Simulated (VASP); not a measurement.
# Rh (Fm-3m) in VASP: notebook

Runs on Rh. Level: PBE. Tasks: single point.

Everything below comes from runs of VASP 6.6.1. Logs are shortened: lines on timing, memory, paths and dates and some standing lists are left out, and cuts for length are marked.

## (1) The cell of the first run

The structure is cubic, space group Fm-3m (No. 225). Conventional cell: a = 3.821 Å, b = 3.821 Å, c = 3.821 Å, α = 90.00°, β = 90.00°, γ = 90.00°. Within 3.6 Å of Rh (site symmetry m-3m) lie 12 Rh at 2.70 Å.

## (2) Single point, PBE

Contents of INCAR:

```
ALGO     = Normal         # electronic algorithm
EDIFF    = 1E-6           # SCF threshold, eV
ENCUT    = 520            # plane-wave cutoff, eV
GGA      = PE             # functional
ISIF     = 2              # what is computed and relaxed
ISMEAR   = 1              # smearing method
LASPH    = T              # aspherical terms in the spheres
LCHARG   = T              # write CHGCAR
LELF     = T              # ELF
LREAL    = F              # projectors in reciprocal space
LVHAR    = T            
LWAVE    = F              # write WAVECAR
NBANDS   = 14             # bands
NELM     = 60             # most SCF steps
PREC     = Accurate       # precision mode
SIGMA    = 0.05           # smearing width, eV
```

Contents of KPOINTS:

```
k-points
0
Gamma
  15 15 15
```

Contents of POSCAR:

```
Rh
1.0
    0.0000000000      1.9104189093      1.9104189093
    1.9104189093      0.0000000000      1.9104189093
    1.9104189093      1.9104189093      0.0000000000
Rh
1
Direct
    0.0000000000      0.0000000000      0.0000000000
```

Potentials or basis: VASP PAW PBE potentials, release 64 (Rh_pv).

On the command line:

```console
$ cat potpaw_PBE.64/Rh_pv/POTCAR > POTCAR
$ mpirun -np 1 vasp_std > vasp.out
```

OUTCAR:

```text
EDIFF = 1E-6
   ENCUT = 520
   GGA = PE
   ISIF = 2
   ISMEAR = 1
   LASPH = T
   LREAL = F
   NELM = 60
   PREC = Accurate

 ion  position               nearest neighbor table
   1  0.000  0.000  0.000-

  LATTYP: Found a face centered cubic cell.
 ALAT       =     3.8208378186

  Lattice vectors:

 A1 = (   0.0000000000,   1.9104189093,   1.9104189093)
 A2 = (   1.9104189093,   0.0000000000,   1.9104189093)
 A3 = (   1.9104189093,   1.9104189093,   0.0000000000)

Analysis of symmetry for initial positions (statically):
=====================================================================
 Subroutine PRICEL returns:
 Original cell was already a primitive cell.

 Routine SETGRP: Setting up the symmetry group for a
 face centered cubic supercell.

 Subroutine GETGRP returns: Found 48 space group operations
 (whereof 48 operations were pure point group operations)
 out of a pool of 48 trial point group operations.

The static configuration has the point symmetry O_h .

Analysis of symmetry for dynamics (positions and initial velocities):
=====================================================================
 Subroutine PRICEL returns:
 Original cell was already a primitive cell.

 Routine SETGRP: Setting up the symmetry group for a
 face centered cubic supercell.

 Subroutine GETGRP returns: Found 48 space group operations
 (whereof 48 operations were pure point group operations)
 out of a pool of 48 trial point group operations.

The dynamic configuration has the point symmetry O_h .

 Subroutine INISYM returns: Found 48 space group operations
 (whereof 48 operations are pure point group operations),
 and found     1 'primitive' translations

----------------------------------------------------------------------------------------

                                     Primitive cell

  volume of cell :      13.9449

  direct lattice vectors                    reciprocal lattice vectors
     0.000000000  1.910418909  1.910418909    -0.261722703  0.261722703  0.261722703
     1.910418909  0.000000000  1.910418909     0.261722703 -0.261722703  0.261722703
     1.910418909  1.910418909  0.000000000     0.261722703  0.261722703 -0.261722703

  length of vectors
     2.701740331  2.701740331  2.701740331     0.453317018  0.453317018  0.453317018

  position of ions in fractional coordinates (direct lattice)
     0.000000000  0.000000000  0.000000000

  ion indices of the primitive-cell ions
   primitive index   ion index
                 1           1

----------------------------------------------------------------------------------------

 KPOINTS: k-points

Automatic generation of k-mesh.
 Grid dimensions read from file:
 generate k-points for:   15   15   15

 Generating k-lattice:

  Cartesian coordinates                     Fractional coordinates (reciprocal lattice)
    -0.017448180  0.017448180  0.017448180     0.066666667  0.000000000  0.000000000
     0.017448180 -0.017448180  0.017448180     0.000000000  0.066666667  0.000000000
     0.017448180  0.017448180 -0.017448180     0.000000000  0.000000000  0.066666667

  Length of vectors
     0.030221135  0.030221135  0.030221135

  Shift w.r.t. Gamma in fractional coordinates (k-lattice)
     0.000000000  0.000000000  0.000000000

 Subroutine IBZKPT returns following result:
 ===========================================

 Found    120 irreducible k-points:

 Following reciprocal coordinates:
            Coordinates               Weight
  0.000000  0.000000  0.000000      1.000000
  0.066667  0.000000  0.000000      8.000000
  0.133333  0.000000  0.000000      8.000000
  0.200000  0.000000  0.000000      8.000000
  0.266667  0.000000  0.000000      8.000000
  0.333333  0.000000  0.000000      8.000000
[... 16 lines left out ...]
  0.133333  0.133333  0.000000      6.000000
  0.200000  0.133333  0.000000     24.000000
 [... further k-points ...]
   k-points           NKPTS =    120   k-points in BZ     NKDIM =    120   number of bands    NBANDS=     14
   number of dos      NEDOS =    301   number of ions     NIONS =      1
   total plane-waves  NPLWV =   8000
   dimension x,y,z NGX =    20 NGY =   20 NGZ =   20
   dimension x,y,z NGXF=    40 NGYF=   40 NGZF=   40
   ions per type =               1
   NGX,Y,Z   is equivalent  to a cutoff of  12.31, 12.31, 12.31 a.u.
   NGXF,Y,Z  is equivalent  to a cutoff of  24.61, 24.61, 24.61 a.u.
 SYSTEM =  unknown system
   PREC   = accura    normal or accurate (medium, high low for compatibility)
   ISTART =      0    job   : 0-new  1-cont  2-samecut
   ICHARG =      2    charge: 1-file 2-atom 10-const
   ISPIN  =      1    spin polarized calculation?
   LNONCOLLINEAR =      F non collinear calculations
   LSORBIT =      F    spin-orbit coupling
   LASPH  =      T    aspherical Exc in radial PAW
   ENCUT  =  520.0 eV  38.22 Ry    6.18 a.u.   5.02  5.02  5.02*2*pi/ulx,y,z
   NELM   =     60;   NELMIN=  2; NELMDL= -5     # of ELM steps
   EDIFF  = 0.1E-05   stopping-criterion for ELM
   LREAL  =      F    real-space projection
   EDIFFG = 0.1E-04   stopping-criterion for IOM
   NSW    =      0    number of steps for IOM
   IBRION =     -1    ionic relax: 0-MD 1-quasi-New 2-CG
   NFREE  =      0    steps in history (QN), initial steepest desc. (CG)
   ISIF   =      2    stress and relaxation
   ISYM   =      2    0-nonsym 1-usesym 2-fastsym
   POTIM  = 0.5000    time-step for ionic-motion
   TEBEG  =    0.0;   TEEND  =   0.0 temperature during run
   PSTRESS=    0.0 pullay stress
   NELECT =      15.0000    total number of electrons
   NUPDOWN=      -1.0000    fix difference up-down
   EMIN   =  10.00;   EMAX   =-10.00  energy-range for DOS
   EFERMI =   0.00;   METHOD = LEGACY
   ISMEAR =     1;   SIGMA  =   0.05  broadening in eV -4-tet -1-fermi 0-gaus
   EFERMI_NEDOS =   21; number of points for ismear=-14 and -15
   IALGO  =     38    algorithm
   IMIX   =      4    mixing-type and parameters
     AMIX     =   0.40;   BMIX     =  1.00
     AMIX_MAG =   1.60;   BMIX_MAG =  1.00
  volume/ion in A,a.u.               =      13.94        94.10
  Fermi-wavevector in a.u.,A,eV,Ry     =   1.677387  3.169802 38.281728  2.813628
  Thomas-Fermi vector in A             =   2.761662
   LORBIT       =      0    0 simple, 1 ext, 2 COOP (PROOUT), +10 PAW based schemes
   GGA     = PE    functional components
   LHFCALC =     F    Hartree Fock is set to
   AEXX    =    0.0000 exact exchange contribution
   IVDW    =     0    specifies the selected vdW correction
   LEPSILON=     F    determine dielectric tensor
   LRPA    =     F    only Hartree local field effects (RPA)
 non-spin polarized calculation
 Methfessel and Paxton  Order N= 1 SIGMA  =   0.05
  energy-cutoff  :      520.00
  volume of cell :       13.94
 maximum number of plane-waves:       384
   NGX =  9   NGY =  9   NGZ =  9

 number of electron      15.0000005 magnetization

 Free energy of the ion-electron system (eV)
  ---------------------------------------------------
  ext. energy  EPLUGINS =         0.00000000
  ---------------------------------------------------
  free energy    TOTEN  =        -7.25756371 eV

  energy without entropy =       -7.25733268  energy(sigma->0) =       -7.25748670

 E-fermi :  11.6592     XC(G=0): -13.9419

 val. band max:       11.6476103981   @ k =   0.3333   0.1333   0.0000
 cond. band min:      11.6629921458   @ k =  -0.4667   0.4000   0.0000
 fundamental gap:      0.0153817476
 Fermi energy:        11.6592330227

 k-point     1 :       0.0000    0.0000    0.0000
  band No.  band energies     occupation
      1     -34.7211      2.00000
      2     -34.7211      2.00000
      3     -34.7211      2.00000
      4       3.7908      2.00000
      5       8.6277      2.00000
      6       8.6277      2.00000
      7       8.6277      2.00000
      8      10.6670      2.00000
      9      10.6670      2.00000
     10      27.6500      0.00000
     11      32.1964      0.00000
     12      33.0323      0.00000
     13      33.0323      0.00000
     14      33.0323      0.00000

 k-point     2 :       0.0667    0.0000    0.0000
  band No.  band energies     occupation
      1     -34.7522      2.00000
      2     -34.7253      2.00000
      3     -34.7253      2.00000
      4       3.9671      2.00000
      5       8.5511      2.00000
      6       8.6957      2.00000
      7       8.6957      2.00000
      8      10.6296      2.00000
      9      10.6296      2.00000
     10      27.9004      0.00000
     11      32.0650      0.00000
     12      32.2026      0.00000
     13      33.2868      0.00000
     14      33.2868      0.00000

 k-point     3 :       0.1333    0.0000    0.0000
  band No.  band energies     occupation
      1     -34.8396      2.00000
      2     -34.7372      2.00000
      3     -34.7372      2.00000
      4       4.4619      2.00000
      5       8.3779      2.00000
      6       8.8602      2.00000
      7       8.8602      2.00000
      8      10.5656      2.00000
      9      10.5656      2.00000
     10      28.5205      0.00000
     11      30.2381      0.00000
     12      32.1967      0.00000
     13      34.0131      0.00000
     14      34.0131      0.00000
[... 324 lines left out ...]
 k-point    23 :       0.1333    0.1333    0.0000
  band No.  band energies     occupation
      1     -34.8360      2.00000
      2     -34.7639      2.00000
      3     -34.7639      2.00000
      4       4.6879      2.00000
      5       8.0599      2.00000
      6       9.1002      2.00000
      7       9.1002      2.00000
      8      10.0879      2.00000
      9      10.8928      2.00000
     10      28.9345      0.00000
     11      31.2044      0.00000
     12      32.1975      0.00000
     13      32.8513      0.00000
     14      32.8513      0.00000

 k-point    24 :       0.2000    0.1333    0.0000
  band No.  band energies     occupation
      1     -34.9190      2.00000
      2     -34.7857      2.00000
      3     -34.7798      2.00000
      4       5.2186      2.00000
      5       7.8127      2.00000
      6       9.2563      2.00000
      7       9.3302      2.00000
      8      10.0056      2.00000
      9      11.0170      2.00000
     10      29.5143      0.00000
     11      29.9948      0.00000
     12      32.1960      0.00000
     13      32.6574      0.00000
     14      33.1790      0.00000

 [... further k-points ...]
[... 5 lines left out ...]
  --------------------------------------------------------------------------------------
  -------------------------------------------------------------------------------------
  Total        0.1570110      0.1570110      0.1570110      0.0000000      0.0000000      0.0000000
  in kB       18.0395117     18.0395117     18.0395117      0.0000000      0.0000000      0.0000000
  external PRESSURE =      18.0395117 kB  Pullay stress =       0.0000000 kB

 VOLUME and BASIS-vectors are now :
 -----------------------------------------------------------------------------
  energy-cutoff  :      520.00
  volume of cell :       13.94
      direct lattice vectors                 reciprocal lattice vectors
     0.000000000  1.910418909  1.910418909    -0.261722703  0.261722703  0.261722703
     1.910418909  0.000000000  1.910418909     0.261722703 -0.261722703  0.261722703
     1.910418909  1.910418909  0.000000000     0.261722703  0.261722703 -0.261722703

 POSITION                                       TOTAL-FORCE (eV/Angst)
 -----------------------------------------------------------------------------------
      0.00000      0.00000      0.00000         0.000000     -0.000000      0.000000
 -----------------------------------------------------------------------------------
    total drift:                                0.000000      0.000000      0.000000

  FREE ENERGIE OF THE ION-ELECTRON SYSTEM (eV)
  ---------------------------------------------------
  free  energy   TOTEN  =        -7.2575637063 eV

  energy  without entropy=       -7.2573326825  energy(sigma->0) =       -7.25748670
```

Wall time 7.2 s (1 thread of Intel Xeon 6975P-C (Granite Rapids), shared host); peak memory 0.13 GiB.

What came out:

```yaml
Free_energy: -7.2576 eV
Pressure: 1.8 GPa
```

Levels at points of the mesh, in eV from the Fermi level:
```
           k point  band 5  band 6  band 7  band 8  band 9  band 10
(0.00, 0.00, 0.00)   -3.03   -3.03   -3.03   -0.99   -0.99    15.99
```

## (3) Single point, PBE

This run uses another cell than the first one, of 14.22 Å³/atom, 1.020 times its volume.

Contents of INCAR:

```
SYSTEM = Rh
ALGO = Normal ; EDIFF = 1E-7
ENCUT = 520 ; GGA = PE
ISIF = 2 ; ISMEAR = 1
LASPH = .TRUE. ; LCHARG = .TRUE.
LELF = .TRUE. ; LREAL = .FALSE.
LVHAR = .TRUE. ; LWAVE = .FALSE.
NBANDS = 14 ; NELM = 80
PREC = Accurate ; SIGMA = 0.05
```

Contents of KPOINTS:

```
k-points
0
G
  15 15 15
  0 0 0
```

Contents of POSCAR:

```
Rh
1.0
    0.0000000000      1.9228245745      1.9228245745
    1.9228245745      0.0000000000      1.9228245745
    1.9228245745      1.9228245745      0.0000000000
Rh
1
Direct
    0.0000000000      0.0000000000      0.0000000000
```

Potentials or basis: VASP PAW PBE potentials, release 64 (Rh_pv).

On the command line:

```console
$ cat potpaw_PBE.64/Rh_pv/POTCAR > POTCAR
$ mpirun -np 1 vasp_std > vasp.out
```

Run time: 8 s. Hardware: 1 thread of Intel Xeon 6975P-C (Granite Rapids), shared host; peak memory 0.13 GiB.

It converged, with:

| Item | Value |
| --- | --- |
| Free energy | -7.2565 eV |
| Pressure | -3.1 GPa |

Levels at points of the mesh, in eV from the Fermi level:
```tsv
k point	band 3	band 4	band 5	band 6	band 7	band 8	band 9	band 10	band 11	band 12
(0.00, 0.00, 0.00)	-46.35	-7.73	-2.94	-2.94	-2.94	-0.96	-0.96	16.00	20.59	21.27
```

## (4) Single point, PBE

This run uses another cell than the first one, of 14.49 Å³/atom, 1.039 times its volume.

Contents of INCAR:

```
PREC     = Accurate       # precision mode
ENCUT    = 520            # plane-wave cutoff, eV
EDIFF    = 1E-7           # SCF threshold, eV
ISMEAR   = 1              # smearing method
SIGMA    = 0.05           # smearing width, eV
LREAL    = F              # projectors in reciprocal space
LASPH    = T              # aspherical terms in the spheres
NELM     = 100            # most SCF steps
ALGO     = Normal         # electronic algorithm
ISIF     = 2              # what is computed and relaxed
LWAVE    = F              # write WAVECAR
LCHARG   = F              # write CHGCAR
GGA      = PE             # functional
NBANDS   = 14             # bands
```

Contents of KPOINTS:

```
regular mesh
0
Gamma
  15 15 15
```

Contents of POSCAR:

```
Rh
1.0
    0.0000000000      1.9350721950      1.9350721950
    1.9350721950      0.0000000000      1.9350721950
    1.9350721950      1.9350721950      0.0000000000
Rh
1
Direct
    0.0000000000      0.0000000000      0.0000000000
```

On the command line:

```console
$ cat potpaw_PBE.64/Rh_pv/POTCAR > POTCAR
$ mpirun -np 1 vasp_std > vasp.out
```

Wall time 7.7 s (1 thread of Intel Xeon 6975P-C (Granite Rapids), shared host); peak memory 0.13 GiB.

Results (log left out):

```
Free energy : -7.2475 eV
Pressure    : -7.5 GPa
```

Levels at points of the mesh, in eV from the Fermi level:
| k point | band 3 | band 4 | band 5 | band 6 | band 7 | band 8 | band 9 | band 10 | band 11 | band 12 |
| --- | --- | --- | --- | --- | --- | --- | --- | --- | --- | --- |
| (0.00, 0.00, 0.00) | -46.31 | -7.59 | -2.85 | -2.85 | -2.85 | -0.94 | -0.94 | 16.01 | 20.65 | 21.17 |

## (5) The runs side by side

```tsv
cell	gap on the mesh (eV)	pressure (GPa)
a = 2.702 Å, angles 60.0°, 1 atom	none	1.8
a = 2.719 Å, angles 60.0°, 1 atom	none	-3.1
a = 2.737 Å, angles 60.0°, 1 atom	none	-7.5
```

Alike in all rows: task single point; level PBE; potentials or basis VASP PAW PBE potentials, release 64 (Rh_pv); no spin polarisation; k mesh 15 × 15 × 15; cutoff (eV) 520; smearing methfessel-paxton 0.05 eV.

Total energies depend on the potentials used, so only differences within one code and one set of settings carry meaning.
